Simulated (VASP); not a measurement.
Set up this calculation in VASP 6.6.1, as the native input.

| Item | Value |
| --- | --- |
| Task | single point |
| Functional | PBEsol |
| Potentials or basis | VASP PAW PBE potentials, release 64 (Hf_pv, O) |
| Cutoff | 520 eV |
| k mesh | 1 × 1 × 17 |
| Occupations | gaussian, width 0.05 eV |
| Spin | no spin polarisation |
| Dipole correction | no |
| Further INCAR settings | LREAL = Auto; ALGO = Normal; EDIFF = 1e-07; NBANDS = 68 |

The structure of HfO2 lies in POSCAR:

```
HfO2
1.0
   22.0000000000      0.0000000000      0.0000000000
    0.0000000000     11.2000000000      0.0000000000
    0.0000000000      0.0000000000      3.2187673932
Hf O
5 10
Direct
    0.2465877881      0.5000000000      0.5000000000
    0.3732938940      0.5000000000      0.0000000000
    0.5000000000      0.5000000000      0.5000000000
    0.6267061060      0.5000000000      0.0000000000
    0.7534122119      0.5000000000      0.5000000000
    0.2043524194      0.5861757548      0.0000000000
    0.3310585254      0.5861757548      0.5000000000
    0.4577646313      0.5861757548      0.0000000000
    0.5844707373      0.5861757548      0.5000000000
    0.7111768433      0.5861757548      0.0000000000
    0.2888231567      0.4138242452      0.0000000000
    0.4155292627      0.4138242452      0.5000000000
    0.5422353687      0.4138242452      0.0000000000
    0.6689414746      0.4138242452      0.5000000000
    0.7956475806      0.4138242452      0.0000000000
```

One way to write it, as run:

INCAR

```
SYSTEM = HfO2
PREC     = Accurate       ! precision mode
ENCUT    = 520            ! plane-wave cutoff, eV
EDIFF    = 1E-7           ! SCF threshold, eV
ISMEAR   = 0              ! smearing method
SIGMA    = 0.05           ! smearing width, eV
LREAL    = Auto         
LASPH    = .True.         ! aspherical terms in the spheres
NELM     = 100            ! most SCF steps
ALGO     = Normal         ! electronic algorithm
ISIF     = 2              ! what is computed and relaxed
LWAVE    = .False.        ! write WAVECAR
LCHARG   = .False.        ! write CHGCAR
GGA      = PS             ! functional
NBANDS   = 68             ! bands
```

KPOINTS

```
Automatic mesh
0
Gamma
  1 1 17
  0 0 0
```

Potentials or basis: VASP PAW PBE potentials, release 64 (Hf_pv, O).

Run with:

```sh
$ cat potpaw_PBE.64/Hf_pv/POTCAR potpaw_PBE.64/O/POTCAR > POTCAR
$ mpirun -np 1 vasp_std > vasp.out
```

It gave:

The largest force is 3.912 eV/Å and the band gap on the k mesh is 3.35 eV (least direct gap 3.52 eV).

Caveat: the PAW data sets were made with another functional, which shifts forces and pressure a little; spin-orbit coupling is left out, which moves the levels of the heavy elements.

It took 32 min on 1 thread of AMD EPYC 7R43 64-Core Processor (Zen 3), with other jobs on the host, peak memory 0.78 GiB.
